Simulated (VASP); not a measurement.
# Ge5Pt (P6/mmm) in VASP: single point with PBE

Aim: the single point of Ge5Pt with PBE.

Everything below comes from runs of VASP 6.6.1. Logs are shortened: lines on timing, memory, paths and dates and some standing lists are left out, and cuts for length are marked.

## Step 1: The cell of the first run

It takes space group P6/mmm (No. 191, hexagonal). Conventional cell: a = 5.066 Å, b = 5.066 Å, c = 5.445 Å, α = 90.00°, β = 90.00°, γ = 120.00°. Ge (site symmetry -6m2) has 3 Pt at 2.92 Å and 9 Ge at 2.92 to 3.09 Å within 3.9 Å. Ge (site symmetry mmm) has 8 Ge at 2.53 to 3.09 Å within 3.3 Å. Within 3.9 Å of Pt (site symmetry 6/mmm) lie 18 Ge at 2.92 to 3.72 Å.

The cell was generated, and may not be a known phase.

## Step 2: Single point, PBE

INCAR reads:

```
SYSTEM = Ge5Pt
PREC = Accurate
ENCUT = 520
EDIFF = 1E-7
ISMEAR = 0
SIGMA = 0.1
LREAL = .FALSE.
LASPH = .TRUE.
NELM = 100
ALGO = Normal
ISIF = 2
LWAVE = .FALSE.
LCHARG = .FALSE.
GGA = PE
NBANDS = 49
```

KPOINTS reads:

```
Automatic mesh
0
G
  12 12 8
  0 0 0
```

POSCAR reads:

```
Ge5Pt
1.0
    5.0657504189      0.0000000000      0.0000000000
   -2.5328752094      4.3870685520      0.0000000000
    0.0000000000      0.0000000000      5.4453191711
Ge Pt
5 1
Direct
    0.3333333333      0.6666666667      0.0000000000
    0.6666666667      0.3333333333      0.0000000000
    0.5000000000      0.0000000000      0.5000000000
    0.5000000000      0.5000000000      0.5000000000
    0.0000000000      0.5000000000      0.5000000000
    0.0000000000      0.0000000000      0.0000000000
```

Potentials or basis: VASP PAW PBE potentials, release 64 (Ge_d, Pt).

Started as:

```
cat potpaw_PBE.64/Ge_d/POTCAR potpaw_PBE.64/Pt/POTCAR > POTCAR
mpirun -np 1 vasp_std > vasp.out
```

OUTCAR:

```text
SYSTEM = Ge5Pt
   PREC = Accurate
   ENCUT = 520
   EDIFF = 1E-7
   ISMEAR = 0
   LREAL = .FALSE.
   LASPH = .TRUE.
   NELM = 100
   ISIF = 2
   GGA = PE

 ion  position               nearest neighbor table
   1  0.333  0.667  0.000-   6 2.92   6 2.92   6 2.92
   2  0.667  0.333  0.000-   6 2.92   6 2.92   6 2.92
   3  0.500  0.000  0.500-   4 2.53   4 2.53   5 2.53   5 2.53
   4  0.500  0.500  0.500-   3 2.53   3 2.53   5 2.53   5 2.53
   5  0.000  0.500  0.500-   4 2.53   4 2.53   3 2.53   3 2.53
   6  0.000  0.000  0.000-   1 2.92   2 2.92   1 2.92   2 2.92   2 2.92   1 2.92

  LATTYP: Found a hexagonal cell.
 ALAT       =     5.0657504189
 C/A-ratio  =     1.0749284352

  Lattice vectors:

 A1 = (   5.0657504189,   0.0000000000,   0.0000000000)
 A2 = (  -2.5328752094,   4.3870685520,   0.0000000000)
 A3 = (   0.0000000000,   0.0000000000,   5.4453191711)

Analysis of symmetry for initial positions (statically):
=====================================================================
 Subroutine PRICEL returns:
 Original cell was already a primitive cell.

 Routine SETGRP: Setting up the symmetry group for a
 hexagonal supercell.

 Subroutine GETGRP returns: Found 24 space group operations
 (whereof 24 operations were pure point group operations)
 out of a pool of 24 trial point group operations.

The static configuration has the point symmetry D_6h.

Analysis of symmetry for dynamics (positions and initial velocities):
=====================================================================
 Subroutine PRICEL returns:
 Original cell was already a primitive cell.

 Routine SETGRP: Setting up the symmetry group for a
 hexagonal supercell.

 Subroutine GETGRP returns: Found 24 space group operations
 (whereof 24 operations were pure point group operations)
 out of a pool of 24 trial point group operations.

The dynamic configuration has the point symmetry D_6h.

 Subroutine INISYM returns: Found 24 space group operations
 (whereof 24 operations are pure point group operations),
 and found     1 'primitive' translations

----------------------------------------------------------------------------------------

                                     Primitive cell

  volume of cell :     121.0157

  direct lattice vectors                    reciprocal lattice vectors
     5.065750419  0.000000000  0.000000000     0.197404119  0.113971321  0.000000000
    -2.532875209  4.387068552  0.000000000     0.000000000  0.227942643  0.000000000
     0.000000000  0.000000000  5.445319171     0.000000000  0.000000000  0.183643964

  length of vectors
     5.065750419  5.065750419  5.445319171     0.227942643  0.227942643  0.183643964

  position of ions in fractional coordinates (direct lattice)
     0.333333333  0.666666667  0.000000000
     0.666666667  0.333333333  0.000000000
     0.500000000  0.000000000  0.500000000
     0.500000000  0.500000000  0.500000000
     1.000000000  0.500000000  0.500000000
     0.000000000  0.000000000  0.000000000

  ion indices of the primitive-cell ions
   primitive index   ion index
                 1           1
                 2           2
                 3           3
                 4           4
                 5           5
                 6           6

----------------------------------------------------------------------------------------

 KPOINTS: Automatic mesh

Automatic generation of k-mesh.
 Grid dimensions read from file:
 generate k-points for:   12   12    8

 Generating k-lattice:

  Cartesian coordinates                     Fractional coordinates (reciprocal lattice)
     0.016450343  0.009497610  0.000000000     0.083333333  0.000000000  0.000000000
     0.000000000  0.018995220  0.000000000     0.000000000  0.083333333  0.000000000
     0.000000000  0.000000000  0.022955496     0.000000000  0.000000000  0.125000000

  Length of vectors
     0.018995220  0.018995220  0.022955496

  Shift w.r.t. Gamma in fractional coordinates (k-lattice)
     0.000000000  0.000000000  0.000000000

 Subroutine IBZKPT returns following result:
 ===========================================

 Found     95 irreducible k-points:

 Following reciprocal coordinates:
            Coordinates               Weight
  0.000000  0.000000  0.000000      1.000000
  0.083333  0.000000  0.000000      6.000000
  0.166667  0.000000  0.000000      6.000000
  0.250000  0.000000  0.000000      6.000000
  0.333333  0.000000  0.000000      6.000000
  0.416667  0.000000  0.000000      6.000000
[... 16 lines left out ...]
  0.250000  0.000000  0.125000     12.000000
  0.333333  0.000000  0.125000     12.000000
 [... further k-points ...]
   k-points           NKPTS =     95   k-points in BZ     NKDIM =     95   number of bands    NBANDS=     49
   number of dos      NEDOS =    301   number of ions     NIONS =      6
   total plane-waves  NPLWV =  64000
   dimension x,y,z NGX =    40 NGY =   40 NGZ =   40
   dimension x,y,z NGXF=    80 NGYF=   80 NGZF=   80
   ions per type =               5   1
   NGX,Y,Z   is equivalent  to a cutoff of  13.13, 13.13, 12.21 a.u.
   NGXF,Y,Z  is equivalent  to a cutoff of  26.25, 26.25, 24.42 a.u.
 SYSTEM =  Ge5Pt
   PREC   = accura    normal or accurate (medium, high low for compatibility)
   ISTART =      0    job   : 0-new  1-cont  2-samecut
   ICHARG =      2    charge: 1-file 2-atom 10-const
   ISPIN  =      1    spin polarized calculation?
   LNONCOLLINEAR =      F non collinear calculations
   LSORBIT =      F    spin-orbit coupling
   LASPH  =      T    aspherical Exc in radial PAW
   ENCUT  =  520.0 eV  38.22 Ry    6.18 a.u.   9.42  9.42 10.12*2*pi/ulx,y,z
   NELM   =    100;   NELMIN=  2; NELMDL= -5     # of ELM steps
   EDIFF  = 0.1E-06   stopping-criterion for ELM
   LREAL  =      F    real-space projection
   EDIFFG = 0.1E-05   stopping-criterion for IOM
   NSW    =      0    number of steps for IOM
   IBRION =     -1    ionic relax: 0-MD 1-quasi-New 2-CG
   NFREE  =      0    steps in history (QN), initial steepest desc. (CG)
   ISIF   =      2    stress and relaxation
   ISYM   =      2    0-nonsym 1-usesym 2-fastsym
   POTIM  = 0.5000    time-step for ionic-motion
   TEBEG  =    0.0;   TEEND  =   0.0 temperature during run
   PSTRESS=    0.0 pullay stress
   NELECT =      80.0000    total number of electrons
   NUPDOWN=      -1.0000    fix difference up-down
   EMIN   =  10.00;   EMAX   =-10.00  energy-range for DOS
   EFERMI =   0.00;   METHOD = LEGACY
   ISMEAR =     0;   SIGMA  =   0.10  broadening in eV -4-tet -1-fermi 0-gaus
   EFERMI_NEDOS =   21; number of points for ismear=-14 and -15
   IALGO  =     38    algorithm
   IMIX   =      4    mixing-type and parameters
     AMIX     =   0.40;   BMIX     =  1.00
     AMIX_MAG =   1.60;   BMIX_MAG =  1.00
  volume/ion in A,a.u.               =      20.17       136.11
  Fermi-wavevector in a.u.,A,eV,Ry     =   1.426125  2.694986 27.671978  2.033833
  Thomas-Fermi vector in A             =   2.546436
   LORBIT       =      0    0 simple, 1 ext, 2 COOP (PROOUT), +10 PAW based schemes
   GGA     = PE    functional components
   LHFCALC =     F    Hartree Fock is set to
   AEXX    =    0.0000 exact exchange contribution
   IVDW    =     0    specifies the selected vdW correction
   LEPSILON=     F    determine dielectric tensor
   LRPA    =     F    only Hartree local field effects (RPA)
 non-spin polarized calculation
 Gauss-broadening in eV      SIGMA  =   0.10
  energy-cutoff  :      520.00
  volume of cell :      121.02
 maximum number of plane-waves:      3284
 NGX is ok and might be reduce to    40
   NGX = 19   NGY = 19   NGZ = 21

 number of electron      80.0000007 magnetization

 Free energy of the ion-electron system (eV)
  ---------------------------------------------------
  ext. energy  EPLUGINS =         0.00000000
  ---------------------------------------------------
  free energy    TOTEN  =       -25.76718183 eV

  energy without entropy =      -25.75382228  energy(sigma->0) =      -25.76050205

 E-fermi :   6.0320     XC(G=0): -10.9661

 val. band max:        6.0202933772   @ k =   0.1667   0.0833   0.1250
 cond. band min:       6.0470998591   @ k =   0.0833   0.0000   0.2500
 fundamental gap:      0.0268064819
 Fermi energy:         6.0320264060

 k-point     1 :       0.0000    0.0000    0.0000
  band No.  band energies     occupation
      1     -18.9623      2.00000
      2     -18.8752      2.00000
      3     -18.8752      2.00000
      4     -18.8253      2.00000
      5     -18.7441      2.00000
      6     -18.7360      2.00000
[... 41 lines left out ...]
     48      12.0016      0.00000
     49      12.4508      0.00000

 k-point     2 :       0.0833    0.0000    0.0000
  band No.  band energies     occupation
      1     -18.9570      2.00000
      2     -18.8736      2.00000
      3     -18.8689      2.00000
      4     -18.8228      2.00000
      5     -18.7426      2.00000
      6     -18.7358      2.00000
[... 41 lines left out ...]
     48      11.8431      0.00000
     49      12.5187      0.00000

 k-point     3 :       0.1667    0.0000    0.0000
  band No.  band energies     occupation
      1     -18.9424      2.00000
      2     -18.8683      2.00000
      3     -18.8504      2.00000
      4     -18.8159      2.00000
      5     -18.7384      2.00000
      6     -18.7351      2.00000
[... 41 lines left out ...]
     48      11.3647      0.00000
     49      12.4518      0.00000

 k-point     4 :       0.2500    0.0000    0.0000
  band No.  band energies     occupation
      1     -18.9232      2.00000
      2     -18.8563      2.00000
      3     -18.8211      2.00000
      4     -18.8056      2.00000
      5     -18.7334      2.00000
      6     -18.7317      2.00000
[... 977 lines left out ...]
     48      11.2192      0.00000
     49      11.6856      0.00000

 k-point    23 :       0.2500    0.0000    0.1250
  band No.  band energies     occupation
      1     -18.9232      2.00000
      2     -18.8563      2.00000
      3     -18.8211      2.00000
      4     -18.8074      2.00000
      5     -18.7341      2.00000
      6     -18.7294      2.00000
[... 41 lines left out ...]
     48      11.4887      0.00000
     49      11.8615      0.00000

 k-point    24 :       0.3333    0.0000    0.1250
  band No.  band energies     occupation
      1     -18.9076      2.00000
      2     -18.8324      2.00000
      3     -18.7957      2.00000
      4     -18.7835      2.00000
      5     -18.7307      2.00000
      6     -18.7214      2.00000
[... 41 lines left out ...]
     48      11.1670      0.00000
     49      11.3632      0.00000

 [... further k-points ...]
[... 5 lines left out ...]
  --------------------------------------------------------------------------------------
  -------------------------------------------------------------------------------------
  Total       -0.0045033     -0.0045033      0.0216603     -0.0000000      0.0000000      0.0000000
  in kB       -0.0596206     -0.0596206      0.2867705     -0.0000000      0.0000000      0.0000000
  external PRESSURE =       0.0558431 kB  Pullay stress =       0.0000000 kB

 VOLUME and BASIS-vectors are now :
 -----------------------------------------------------------------------------
  energy-cutoff  :      520.00
  volume of cell :      121.02
      direct lattice vectors                 reciprocal lattice vectors
     5.065750419  0.000000000  0.000000000     0.197404119  0.113971321  0.000000000
    -2.532875209  4.387068552  0.000000000     0.000000000  0.227942643  0.000000000
     0.000000000  0.000000000  5.445319171     0.000000000  0.000000000  0.183643964

 POSITION                                       TOTAL-FORCE (eV/Angst)
 -----------------------------------------------------------------------------------
     -0.00000      2.92471      0.00000         0.000000      0.000000     -0.000000
      2.53288      1.46236      0.00000        -0.000000      0.000000      0.000000
      2.53288      0.00000      2.72266        -0.000000      0.000000      0.000000
      1.26644      2.19353      2.72266        -0.000000      0.000000      0.000000
     -1.26644      2.19353      2.72266        -0.000000      0.000000      0.000000
      0.00000      0.00000      0.00000        -0.000000      0.000000      0.000000
 -----------------------------------------------------------------------------------
    total drift:                               -0.000000     -0.000000     -0.000000

  FREE ENERGIE OF THE ION-ELECTRON SYSTEM (eV)
  ---------------------------------------------------
  free  energy   TOTEN  =       -25.7671818253 eV

  energy  without entropy=      -25.7538222785  energy(sigma->0) =      -25.76050205
```

It took 9.6 min on 1 thread of Intel Xeon Platinum 8259CL at 2.50GHz (Skylake/Cascade Lake), shared host; peak memory 0.54 GiB.

What came out:

| Quantity | Value |
| --- | --- |
| Free energy | -25.7672 eV |
| Pressure | 0.0 GPa |
| Band gap on the k mesh | zero (bands 40 and 41 overlap by 1.86 eV) |

Levels at points of the mesh, in eV from the Fermi level:
```
           k point  band 38  band 39  band 40  band 41  band 42  band 43
(0.00, 0.00, 0.00)    -1.78    -1.45     0.73     0.77     1.51     1.51
(0.50, 0.00, 0.00)    -1.12    -0.93    -0.13     1.49     1.76     2.08
(0.00, 0.00, 0.50)    -0.82    -0.13     0.17     0.36     0.36     0.47
(0.50, 0.00, 0.50)    -1.03     0.30     1.37     1.81     1.88     2.06
```

Caveat: spin-orbit coupling is left out, which moves the levels of the heavy elements.

The gap in the log of VASP goes by the Fermi energy; the results here count the filled bands.